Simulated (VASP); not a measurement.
Set up this calculation in VASP 6.6.1, as the native input.

* Task: single point
* Functional: PBE
* Potentials or basis: VASP PAW PBE potentials, release 64 (Si, O)
* Cutoff: 520 eV
* k mesh: 6 × 6 × 10
* Occupations: gaussian, width 0.05 eV
* Spin: no spin polarisation
* Dipole correction: no
* Further INCAR settings: ALGO = Normal; EDIFF = 1e-06; NBANDS = 25

The structure of SiO2 lies in POSCAR:

```
SiO2
1.0
    4.3787864112      0.0000000000      0.0000000000
    0.0000000000      4.3787864112      0.0000000000
    0.0000000000      0.0000000000      2.6176385166
Si O
2 4
Direct
    0.5000000000      0.5000000000      0.5000000000
    0.0000000000      0.0000000000      0.0000000000
    0.6930127928      0.6930127928      0.0000000000
    0.1930127928      0.8069872072      0.5000000000
    0.3069872072      0.3069872072      0.0000000000
    0.8069872072      0.1930127928      0.5000000000
```

The input as run:

INCAR

```
SYSTEM = SiO2
PREC = Accurate
ENCUT = 520
EDIFF = 1E-6
ISMEAR = 0
SIGMA = 0.05
LREAL = .False.
LASPH = .True.
NELM = 80
ALGO = Normal
ISIF = 2
LWAVE = .False.
LCHARG = .False.
GGA = PE
NBANDS = 25
```

KPOINTS

```
Automatic mesh
0
Gamma
  6 6 10
  0 0 0
```

Potentials or basis: VASP PAW PBE potentials, release 64 (Si, O).

Command:

```bash
$ cat potpaw_PBE.64/Si/POTCAR potpaw_PBE.64/O/POTCAR > POTCAR
$ mpirun -np 1 vasp_std > vasp.out
```

It gave:

| Item | Value |
| --- | --- |
| Pressure | -7.1 GPa |
| Largest force | 0.754 eV/Å |
| Band gap on the k mesh | 4.56 eV |

Caveat: the stress differs along the axes, from -15 to 9 GPa.

Wall time 31 s on 1 thread of AMD EPYC 9R45 96-Core Processor (Zen 5), with other jobs on the host, peak memory 0.16 GiB.
